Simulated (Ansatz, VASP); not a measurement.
**Lu: VASP beside Ansatz**

File INCAR:

```
SYSTEM = Lu
  PREC = Accurate
  ENCUT = 520
  EDIFF = 1E-6
  ISMEAR = -1
  SIGMA = 0.05
  LREAL = .FALSE.
  LASPH = .TRUE.
  NELM = 100
  ALGO = Normal
  ISIF = 2
  LWAVE = .FALSE.
  LCHARG = .TRUE.
  GGA = PS
  LELF = .TRUE.
  LVHAR = .TRUE.
  NBANDS = 32
```

File KPOINTS:

```
regular mesh
0
G
  10 10 10
  0 0 0
```

POSCAR

```
Lu
1.0
    0.0000000000      3.2957414130      3.2957414130
    3.2957414130      0.0000000000      3.2957414130
    3.2957414130      3.2957414130      0.0000000000
Lu
2
Direct
   -0.1250000000     -0.1250000000     -0.1250000000
    0.1250000000      0.1250000000      0.1250000000
```

Input for Ansatz:

```yaml
crystal:
  lattice:
    - [0.0, 3.295741413, 3.295741413]
    - [3.295741413, 0.0, 3.295741413]
    - [3.295741413, 3.295741413, 0.0]
  atoms:
    - { symbol: Lu, position: [-0.125, -0.125, -0.125] }
    - { symbol: Lu, position: [0.125, 0.125, 0.125] }
kpoints:
  mp_grid: { grid: [10, 10, 10] }
scf:
  occupations: { method: fermi_dirac, width: 0.05 }
hamiltonian:
  xc: pbesol
  pseudopotentials: { kind: all_electron, lapw: { basis_error: 0.001 } }
output:
  forces: true
  stress: true
  eigenvalues: true
  populations: true
```

Change from the starting cell: volume scaled by 0.78, LAPW.

Alike in both runs: task single point; functional PBEsol; k mesh 10 × 10 × 10; occupations fermi-dirac, width 0.05 eV; no spin polarisation.

```csv
,VASP,Ansatz
version,VASP 6.6.1,Ansatz 0.2.0
potentials or method,"VASP PAW PBE potentials, release 64 (Lu), cutoff 520 eV","all-electron LAPW, scalar-relativistic"
```

|  | VASP | Ansatz | Ansatz less VASP |
| --- | --- | --- | --- |
| pressure (GPa) | 2.7 | 2.6 | -0.11 |

VASP's potentials were made for PBE, not for PBEsol. Ansatz ran all-electron here, and VASP with PAW potentials.

Neither program's run includes spin-orbit coupling.
